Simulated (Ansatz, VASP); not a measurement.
One calculation of PbS, two programs

The input INCAR:

```
SYSTEM = PbS
PREC     = Accurate       ! precision mode
ENCUT    = 520            ! plane-wave cutoff, eV
EDIFF    = 1E-6           ! SCF threshold, eV
ISMEAR   = -1             ! smearing method
SIGMA    = 0.1            ! smearing width, eV
LREAL    = .False.        ! projectors in reciprocal space
LASPH    = .True.         ! aspherical terms in the spheres
NELM     = 60             ! most SCF steps
ALGO     = Normal         ! electronic algorithm
ISIF     = 2              ! what is computed and relaxed
LWAVE    = .False.        ! write WAVECAR
LCHARG   = .False.        ! write CHGCAR
GGA      = PE             ! functional
NBANDS   = 28             ! bands
```

File KPOINTS:

```
regular mesh
0
Gamma
  9 9 5
  0 0 0
```

File POSCAR:

```
PbS
1.0
    4.1536403067      0.0000000000      0.0000000000
   -2.0768201534      3.5971580238      0.0000000000
    0.0000000000      0.0000000000      7.3565944771
Pb S
2 2
Direct
    0.0000000000      0.0000000000      0.0000000000
    0.0000000000      0.0000000000      0.5000000000
    0.3333333333      0.6666666667      0.2500000000
    0.6666666667      0.3333333333      0.7500000000
```

Input for Ansatz:

```yaml
crystal:
  lattice:
    - [4.1536403067, 0.0, 0.0]
    - [-2.0768201534, 3.5971580238, 0.0]
    - [0.0, 0.0, 7.3565944771]
  atoms:
    - { symbol: Pb, position: [0.0, 0.0, 0.0] }
    - { symbol: Pb, position: [0.0, 0.0, 0.5] }
    - { symbol: S, position: [0.3333333333, 0.6666666667, 0.25] }
    - { symbol: S, position: [0.6666666667, 0.3333333333, 0.75] }
kpoints:
  mp_grid: { grid: [9, 9, 5] }
scf:
  occupations: { method: fermi_dirac, width: 0.1 }
hamiltonian:
  xc: pbe
  pseudopotentials: { kind: all_electron, lapw: { basis_error: 0.0005 } }
output:
  forces: true
  stress: true
  eigenvalues: true
  populations: true
```

Alike in both runs: task single point; functional PBE; k mesh 9 × 9 × 5; occupations fermi-dirac, width 0.1 eV; no spin polarisation.

|  | VASP | Ansatz |
| --- | --- | --- |
| version | VASP 6.6.1 | Ansatz 0.2.0 |
| potentials or method | VASP PAW PBE potentials, release 64 (Pb_d, S), cutoff 520 eV | all-electron LAPW, scalar-relativistic |

VASP gave:

```
pressure (GPa) : -0.1
```

Q: What did Ansatz give for the same quantities?

A: Pressure (GPa): 0.0.

Ansatz ran all-electron here, and VASP with PAW potentials.

Spin-orbit coupling is off throughout.
